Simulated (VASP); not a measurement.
# Dy3Be2Se (P6/mmm) in VASP: notebook

Dy3Be2Se is run at these levels: PBE; tasks: relaxation of cell and atoms, single point.

Everything below comes from runs of VASP 6.6.1. Logs are shortened: lines on timing, memory, paths and dates and some standing lists are left out, and cuts for length are marked.

### Step 1. The cell of the first run

The structure is hexagonal, space group P6/mmm (No. 191). The conventional cell has a = 5.042 Å, b = 5.042 Å, c = 5.653 Å, α = 90.00°, β = 90.00°, γ = 120.00°. Within 3.7 Å of Dy (site symmetry -6m2) lie 2 Be at 2.83 Å and 3 Dy at 2.91 Å and 3 Se at 2.91 Å. Dy (site symmetry 6/mmm) has 2 Se at 2.83 Å and 6 Be at 2.91 Å within 3.7 Å. Within 3.7 Å of Be (site symmetry -6m2) lie 5 Dy at 2.83 to 2.91 Å and 3 Be at 2.91 Å. Within 3.7 Å of Se (site symmetry 6/mmm) lie 8 Dy at 2.83 to 2.91 Å.

The cell was generated, and may not be a known phase.

### Step 2. Relaxation of cell and atoms, PBE

Input file INCAR:

```
SYSTEM = Dy3Be2Se
PREC = Accurate
ENCUT = 600
EDIFF = 1E-7
ISMEAR = 0
SIGMA = 0.1
LREAL = .False.
LASPH = .True.
NELM = 200
ALGO = Normal
ISIF = 3
LWAVE = .False.
LCHARG = .False.
GGA = PE
IBRION = 2
NSW = 90
EDIFFG = -0.04
GGA_COMPAT = .False.
NELMIN = 4
LMAXMIX = 6
```

Input file KPOINTS:

```
regular mesh
0
Gamma
  6 6 4
  0 0 0
```

Input file POSCAR:

```
Dy3Be2Se
1.0
    5.0418968442      0.0000000000      0.0000000000
   -2.5209484221      4.3664107504      0.0000000000
    0.0000000000      0.0000000000      5.6530421970
Dy Be Se
3 2 1
Direct
    0.3333333333      0.6666666667      0.0000000000
    0.6666666667      0.3333333333      0.0000000000
    0.0000000000      0.0000000000      0.5000000000
    0.3333333333      0.6666666667      0.5000000000
    0.6666666667      0.3333333333      0.5000000000
    0.0000000000      0.0000000000      0.0000000000
```

Potentials or basis: VASP PAW PBE potentials, release 64 (Dy_3, Be, Se), 4f in core.

Launch:

```
$ cat potpaw_PBE.64/Dy_3/POTCAR potpaw_PBE.64/Be/POTCAR potpaw_PBE.64/Se/POTCAR > POTCAR
$ mpirun -np 1 vasp_std > vasp.out
```

OUTCAR:

```text
SYSTEM = Dy3Be2Se
   PREC = Accurate
   ENCUT = 600
   EDIFF = 1E-7
   ISMEAR = 0
   LREAL = .False.
   LASPH = .True.
   NELM = 200
   ISIF = 3
   GGA = PE
   IBRION = 2
   NSW = 90
   EDIFFG = -0.04
   NELMIN = 4

 ion  position               nearest neighbor table
   1  0.333  0.667  0.000-   4 2.83   4 2.83   6 2.91   2 2.91   2 2.91   6 2.91   6 2.91   2 2.91

   2  0.667  0.333  0.000-   5 2.83   5 2.83   6 2.91   1 2.91   1 2.91   6 2.91   6 2.91   1 2.91

   3  0.000  0.000  0.500-   6 2.83   6 2.83   4 2.91   5 2.91   5 2.91   4 2.91   5 2.91   4 2.91

   4  0.333  0.667  0.500-   1 2.83   1 2.83   3 2.91   3 2.91   3 2.91
   5  0.667  0.333  0.500-   2 2.83   2 2.83   3 2.91   3 2.91   3 2.91
   6  0.000  0.000  0.000-   3 2.83   3 2.83   1 2.91   2 2.91   2 2.91   1 2.91   2 2.91   1 2.91

  LATTYP: Found a hexagonal cell.
 ALAT       =     5.0418968442
 C/A-ratio  =     1.1212133789

  Lattice vectors:

 A1 = (   5.0418968442,   0.0000000000,   0.0000000000)
 A2 = (  -2.5209484221,   4.3664107504,   0.0000000000)
 A3 = (   0.0000000000,   0.0000000000,   5.6530421970)

Analysis of symmetry for initial positions (statically):
=====================================================================
 Subroutine PRICEL returns:
 Original cell was already a primitive cell.

 Routine SETGRP: Setting up the symmetry group for a
 hexagonal supercell.

 Subroutine GETGRP returns: Found 24 space group operations
 (whereof 24 operations were pure point group operations)
 out of a pool of 24 trial point group operations.

The static configuration has the point symmetry D_6h.

Analysis of symmetry for dynamics (positions and initial velocities):
=====================================================================
 Subroutine PRICEL returns:
 Original cell was already a primitive cell.

 Routine SETGRP: Setting up the symmetry group for a
 hexagonal supercell.

 Subroutine GETGRP returns: Found 24 space group operations
 (whereof 24 operations were pure point group operations)
 out of a pool of 24 trial point group operations.

The dynamic configuration has the point symmetry D_6h.

 Subroutine INISYM returns: Found 24 space group operations
 (whereof 24 operations are pure point group operations),
 and found     1 'primitive' translations

----------------------------------------------------------------------------------------

                                     Primitive cell

  volume of cell :     124.4517

  direct lattice vectors                    reciprocal lattice vectors
     5.041896844  0.000000000  0.000000000     0.198338052  0.114510528  0.000000000
    -2.520948422  4.366410750  0.000000000     0.000000000  0.229021056  0.000000000
     0.000000000  0.000000000  5.653042197     0.000000000  0.000000000  0.176895902

  length of vectors
     5.041896844  5.041896844  5.653042197     0.229021056  0.229021056  0.176895902

  position of ions in fractional coordinates (direct lattice)
     0.333333333  0.666666667  0.000000000
     0.666666667  0.333333333  0.000000000
     0.000000000  0.000000000  0.500000000
     0.333333333  0.666666667  0.500000000
     0.666666667  0.333333333  0.500000000
     0.000000000  0.000000000  0.000000000

  ion indices of the primitive-cell ions
   primitive index   ion index
                 1           1
                 2           2
                 3           3
                 4           4
                 5           5
                 6           6

----------------------------------------------------------------------------------------

 KPOINTS: regular mesh
[... 73 lines left out ...]
   TEBEG  =    0.0;   TEEND  =   0.0 temperature during run
   PSTRESS=    0.0 pullay stress
   NELECT =      37.0000    total number of electrons
   NUPDOWN=      -1.0000    fix difference up-down
   EMIN   =  10.00;   EMAX   =-10.00  energy-range for DOS
   EFERMI =   0.00;   METHOD = LEGACY
   ISMEAR =     0;   SIGMA  =   0.10  broadening in eV -4-tet -1-fermi 0-gaus
   EFERMI_NEDOS =   21; number of points for ismear=-14 and -15
   IALGO  =     38    algorithm
   IMIX   =      4    mixing-type and parameters
     AMIX     =   0.40;   BMIX     =  1.00
     AMIX_MAG =   1.60;   BMIX_MAG =  1.00
  volume/ion in A,a.u.               =      20.74       139.97
  Fermi-wavevector in a.u.,A,eV,Ry     =   1.092635  2.064781 16.243335  1.193851
  Thomas-Fermi vector in A             =   2.228905
   LORBIT       =      0    0 simple, 1 ext, 2 COOP (PROOUT), +10 PAW based schemes
   GGA     = PE    functional components
   LHFCALC =     F    Hartree Fock is set to
   AEXX    =    0.0000 exact exchange contribution
   IVDW    =     0    specifies the selected vdW correction
   LEPSILON=     F    determine dielectric tensor
   LRPA    =     F    only Hartree local field effects (RPA)
 conjugate gradient relaxation of ions
 non-spin polarized calculation
 Gauss-broadening in eV      SIGMA  =   0.10
  energy-cutoff  :      600.00
  volume of cell :      124.45
 maximum number of plane-waves:      4206
   NGX = 21   NGY = 21   NGZ = 23

--------------------------------------- Ionic step        1  -------------------------------------------

 number of electron      37.0000002 magnetization

 Free energy of the ion-electron system (eV)
  ---------------------------------------------------
  ext. energy  EPLUGINS =         0.00000000
  ---------------------------------------------------
  free energy    TOTEN  =       -25.17520838 eV

  energy without entropy =      -25.16238315  energy(sigma->0) =      -25.16879577

------------------------ aborting loop because EDIFF is reached ----------------------------------------

  FORCE on cell =-STRESS in cart. coord.  units (eV):
  Direction    XX          YY          ZZ          XY          YZ          ZX
  --------------------------------------------------------------------------------------
  -------------------------------------------------------------------------------------
  Total        0.6898965      0.6898965      0.3202813      0.0000000     -0.0000000      0.0000000
  in kB        8.8816515      8.8816515      4.1232657      0.0000000     -0.0000000      0.0000000
  external PRESSURE =       7.2955229 kB  Pullay stress =       0.0000000 kB

 VOLUME and BASIS-vectors are now :
 -----------------------------------------------------------------------------
  energy-cutoff  :      600.00
  volume of cell :      124.45
      direct lattice vectors                 reciprocal lattice vectors
     5.041896844  0.000000000  0.000000000     0.198338052  0.114510528  0.000000000
    -2.520948422  4.366410750  0.000000000     0.000000000  0.229021056  0.000000000
     0.000000000  0.000000000  5.653042197     0.000000000  0.000000000  0.176895902

 POSITION                                       TOTAL-FORCE (eV/Angst)
 -----------------------------------------------------------------------------------
     -0.00000      2.91094      0.00000         0.000000      0.000000     -0.000000
      2.52095      1.45547      0.00000        -0.000000      0.000000      0.000000
      0.00000      0.00000      2.82652        -0.000000      0.000000     -0.000000
     -0.00000      2.91094      2.82652         0.000000     -0.000000     -0.000000
      2.52095      1.45547      2.82652        -0.000000      0.000000      0.000000
      0.00000      0.00000      0.00000        -0.000000      0.000000     -0.000000
 -----------------------------------------------------------------------------------
    total drift:                                0.000000     -0.000000      0.000000

  FREE ENERGIE OF THE ION-ELECTRON SYSTEM (eV)
  ---------------------------------------------------
  free  energy   TOTEN  =       -25.1752083813 eV

  energy  without entropy=      -25.1623831506  energy(sigma->0) =      -25.16879577

--------------------------------------- Ionic step        2  -------------------------------------------

 number of electron      37.0000003 magnetization

 Free energy of the ion-electron system (eV)
  ---------------------------------------------------
  ext. energy  EPLUGINS =         0.00000000
  ---------------------------------------------------
  free energy    TOTEN  =       -25.17871245 eV

  energy without entropy =      -25.16532688  energy(sigma->0) =      -25.17201967

 E-fermi :   4.5367     XC(G=0): -10.2076

 val. band max:        4.5172256442   @ k =   0.0000   0.0000   0.0000
 cond. band min:       4.5422188744   @ k =   0.5000  -0.0000   0.2500
 fundamental gap:      0.0249932301
 Fermi energy:         4.5366593404

 k-point     1 :       0.0000    0.0000    0.0000
  band No.  band energies     occupation
      1     -19.7610      2.00000
      2     -19.7610      2.00000
      3     -19.2196      2.00000
      4     -19.1152      2.00000
      5     -19.1152      2.00000
      6     -18.9272      2.00000
[... 514 lines left out ...]
     21       4.4252      1.88503
     22       5.0994      0.00000

------------------------ aborting loop because EDIFF is reached ----------------------------------------

  FORCE on cell =-STRESS in cart. coord.  units (eV):
  Direction    XX          YY          ZZ          XY          YZ          ZX
  --------------------------------------------------------------------------------------
  -------------------------------------------------------------------------------------
  Total       -0.0929748     -0.0929748     -0.1186783      0.0000000     -0.0000000     -0.0000000
  in kB       -1.1807374     -1.1807374     -1.5071601      0.0000000     -0.0000000     -0.0000000
  external PRESSURE =      -1.2895450 kB  Pullay stress =       0.0000000 kB

 VOLUME and BASIS-vectors are now :
 -----------------------------------------------------------------------------
  energy-cutoff  :      600.00
  volume of cell :      126.16
      direct lattice vectors                 reciprocal lattice vectors
     5.069864613  0.000000000  0.000000000     0.197243926  0.113878834  0.000000000
    -2.534932306  4.390631548  0.000000000     0.000000000  0.227757667  0.000000000
     0.000000000 -0.000000000  5.667599928     0.000000000 -0.000000000  0.176441530

 POSITION                                       TOTAL-FORCE (eV/Angst)
 -----------------------------------------------------------------------------------
     -0.00000      2.92709      5.66760        -0.000000      0.000000      0.000000
      2.53493      1.46354      0.00000         0.000000     -0.000000      0.000000
      5.06986     -0.00000      2.83380         0.000000      0.000000      0.000000
     -0.00000      2.92709      2.83380        -0.000000      0.000000      0.000000
      2.53493      1.46354      2.83380         0.000000     -0.000000     -0.000000
      5.06986     -0.00000      5.66760        -0.000000     -0.000000      0.000000
 -----------------------------------------------------------------------------------
    total drift:                                0.000000     -0.000000     -0.000000

  FREE ENERGIE OF THE ION-ELECTRON SYSTEM (eV)
  ---------------------------------------------------
  free  energy   TOTEN  =       -25.1787124525 eV

  energy  without entropy=      -25.1653268812  energy(sigma->0) =      -25.17201967

 reached required accuracy - stopping structural energy minimisation
```

Wall time 92 s (1 thread of Intel Xeon 6975P-C (Granite Rapids), shared host); peak memory 0.32 GiB.

What came out:

```
Free energy                           : -25.1787 eV
Relaxed volume                        : 21.03 Å³/atom
Relaxed cell                          : a = 5.070 Å, b = 5.070 Å, c = 5.668 Å, α = 90.00°, β = 90.00°, γ = 120.00°
Space group after relaxing (to 0.1 Å) : P6/mmm (No. 191)
Energy gained by relaxing             : 0.6 meV/atom
Ionic steps                           : 2
Pressure after relaxing               : -0.1 GPa
Band gap on the k mesh                : zero (an odd number of electrons rules out a gap without spin polarisation)
```

Step by step:
```csv
step,energy change (eV),largest force (eV/Å),pressure (GPa),volume (Å³)
1,0.0000,0.0000,0.73,124.45
2,-0.0035,0.0000,-0.13,126.16
```

Final structure:
```yaml
crystal:
  lattice:
    - [5.06986, 0.00000, 0.00000]
    - [-2.53493, 4.39063, 0.00000]
    - [0.00000, 0.00000, 5.66760]
  atoms:
    - { symbol: Dy, position: [0.33333, 0.66667, 0.00000] }
    - { symbol: Dy, position: [0.66667, 0.33333, 0.00000] }
    - { symbol: Dy, position: [0.00000, 0.00000, 0.50000] }
    - { symbol: Be, position: [0.33333, 0.66667, 0.50000] }
    - { symbol: Be, position: [0.66667, 0.33333, 0.50000] }
    - { symbol: Se, position: [0.00000, 0.00000, 0.00000] }
```

Caveat: spin-orbit coupling is left out, which moves the levels of the heavy elements; the 4f electrons are frozen in the core, so they carry no moment and show no levels; the run has no spin polarisation, though such a crystal can be magnetic. With open d or f shells a metallic result of PBE can be an artefact of self-interaction; +U or a hybrid may open a gap.

### Step 3. Single point, PBE

This run uses another cell than the first one, of 20.85 Å³/atom.

Input file INCAR:

```
PREC = Accurate
ENCUT = 600
EDIFF = 1E-6
ISMEAR = 0
SIGMA = 0.1
LREAL = F
LASPH = T
NELM = 200
ALGO = Normal
ISIF = 2
LWAVE = F
LCHARG = F
GGA = PE
NBANDS = 28
GGA_COMPAT = F
LMAXMIX = 6
```

Input file KPOINTS:

```
regular mesh
0
Gamma
  12 12 8
```

Edit POSCAR of step 2 so:

```diff
@@ -2,5 +2,5 @@
 1.0
-    5.0418968442      0.0000000000      0.0000000000
-   -2.5209484221      4.3664107504      0.0000000000
-    0.0000000000      0.0000000000      5.6530421970
+    5.0528907013      0.0000000000      0.0000000000
+   -2.5264453506      4.3759317099      0.0000000000
+    0.0000000000      0.0000000000      5.6582066550
 Dy Be Se
```

Potentials or basis: VASP PAW PBE potentials, release 64 (Dy_3, Be, Se), 4f in core.

Launch:

```
$ cat potpaw_PBE.64/Dy_3/POTCAR potpaw_PBE.64/Be/POTCAR potpaw_PBE.64/Se/POTCAR > POTCAR
$ mpirun -np 1 vasp_std > vasp.out
```

It took 3.3 min on 1 thread of Intel Xeon 6975P-C (Granite Rapids), shared host; peak memory 0.54 GiB.

It converged, with:

```
Free energy            : -25.1453 eV
Pressure               : 0.4 GPa
Band gap on the k mesh : zero (an odd number of electrons rules out a gap without spin polarisation)
```

Stress tensor (GPa, compression positive):
```
0.41 0.00 0.00
0.00 0.41 0.00
0.00 0.00 0.28
```

Levels at points of the mesh, in eV from the Fermi level:
```csv
k point,band 15,band 16,band 17,band 18,band 19,band 20,band 21,band 22
"(0.00, 0.00, 0.00)",-1.58,-1.58,-0.24,-0.04,0.20,0.20,0.36,0.36
"(0.50, 0.00, 0.00)",-3.65,-1.38,-1.32,-1.07,-0.51,0.07,0.91,1.11
"(0.00, 0.00, 0.50)",-2.60,-2.19,-2.19,0.24,0.88,1.23,1.23,1.40
"(0.50, 0.00, 0.50)",-3.30,-1.95,-1.52,-1.46,-0.17,0.14,0.76,1.10
```

Caveat: spin-orbit coupling is left out, which moves the levels of the heavy elements; the 4f electrons are frozen in the core, so they carry no moment and show no levels; the run has no spin polarisation, though such a crystal can be magnetic.

The gap in the log of VASP goes by the Fermi energy; the results here count the filled bands.